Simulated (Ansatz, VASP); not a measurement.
# One calculation of Cd, two programs

INCAR

```
ALGO = Fast
EDIFF = 1E-6
ENCUT = 520
GGA = PE
ISIF = 2
ISMEAR = 0
LASPH = True
LCHARG = False
LREAL = False
LWAVE = False
NBANDS = 19
NELM = 80
PREC = Accurate
SIGMA = 0.15
```

KPOINTS

```
k-points
0
Gamma
  18 18 8
```

The input POSCAR:

```
Cd
1.0
    2.9788725081      0.0000000000      0.0000000000
   -1.4894362540      2.5797792666      0.0000000000
    0.0000000000      0.0000000000      5.6176500000
Cd
2
Direct
    0.3914778428      0.7829556856      0.2500000000
    0.6666666667      0.3333333333      0.7500000000
```

Input for Ansatz:

```yaml
crystal:
  lattice:
    - [2.9788725081, 0.0, 0.0]
    - [-1.489436254, 2.5797792666, 0.0]
    - [0.0, 0.0, 5.61765]
  atoms:
    - { symbol: Cd, position: [0.3914778428, 0.7829556856, 0.25] }
    - { symbol: Cd, position: [0.6666666667, 0.3333333333, 0.75] }
basis:
  ecutwfc: 420
kpoints:
  mp_grid: { grid: [18, 18, 8] }
hamiltonian:
  xc: pbe
scf:
  occupations: { method: gaussian, width: 0.15 }
output:
  forces: true
  stress: true
  eigenvalues: true
```

Alike in both runs: task single point; functional PBE; k mesh 18 × 18 × 8; occupations gaussian, width 0.15 eV; no spin polarisation.

|  | VASP | Ansatz |
| --- | --- | --- |
| version | VASP 6.6.1 | Ansatz 0.2.0 |
| potentials or method | VASP PAW PBE potentials, release 64 (Cd), cutoff 520 eV | scalar-relativistic, plane waves, PAW |
| valence electrons in the cell | 24 | 40 |

Ansatz gave:

```
gap on the k mesh at the Fermi level (eV)                     : none
pressure (GPa)                                                : 3.2
traceless stress, the component that is largest in VASP (GPa) : 0.59
rms of the force components (eV/Å)                            : 0.062
```

Estimate VASP's values.

gap on the k mesh at the Fermi level (eV): none; pressure (GPa): 3.6; traceless stress, the component that is largest in VASP (GPa): 0.65; rms of the force components (eV/Å): 0.064.

Atom by atom the forces differ by 0.002 eV/Å (rms over components). A gap of «none» marks a metal or a gap that the smearing closes. The functional is the same, so the differences come from potentials, cutoffs and numerics. VASP's potentials hold 24 valence electrons a cell and Ansatz's 40, so a difference there can come from the potentials and not from the codes.
